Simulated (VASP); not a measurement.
Runs of VASP 6.6.1 on SnSe2. Symmetry: Fm-3m, No. 225, cubic system. The conventional cell has a = 6.814 Å, b = 6.814 Å, c = 6.814 Å, α = 90.00°, β = 90.00°, γ = 90.00°. Within 3.9 Å of Sn (site symmetry m-3m) lie 8 Se at 2.95 Å. Se (site symmetry -43m) has 4 Sn at 2.95 Å and 6 Se at 3.41 Å within 3.9 Å. 

```csv
smearing,gap on the mesh (eV),pressure (GPa)
methfessel-paxton 0.05 eV,none,-1.1
methfessel-paxton 0.2 eV,none,-1.3
methfessel-paxton 0.5 eV,none,-1.2
fermi-dirac 0.5 eV,none,0.9
fermi-dirac 0.02 eV,none,-1.1
methfessel-paxton 0.001 eV,none,(a)
```

Alike in all rows: task single point; level PBEsol; potentials or basis VASP PAW PBE potentials, release 64 (Sn_d, Se); no spin polarisation; cell as given; k mesh 4 × 4 × 4; cutoff (eV) 520.

Task: Fill in the values left out.

Result: (a) -1.0.

Caveats: all runs use coarse meshes; the PAW data sets were made with another functional, which shifts forces and pressure a little; spin-orbit coupling is left out, which moves the levels of the heavy elements.

A k mesh can miss the band edges, and the runs leave out spin-orbit coupling on Se, Sn.

A gap of «none» marks levels without a gap at the run's occupations.
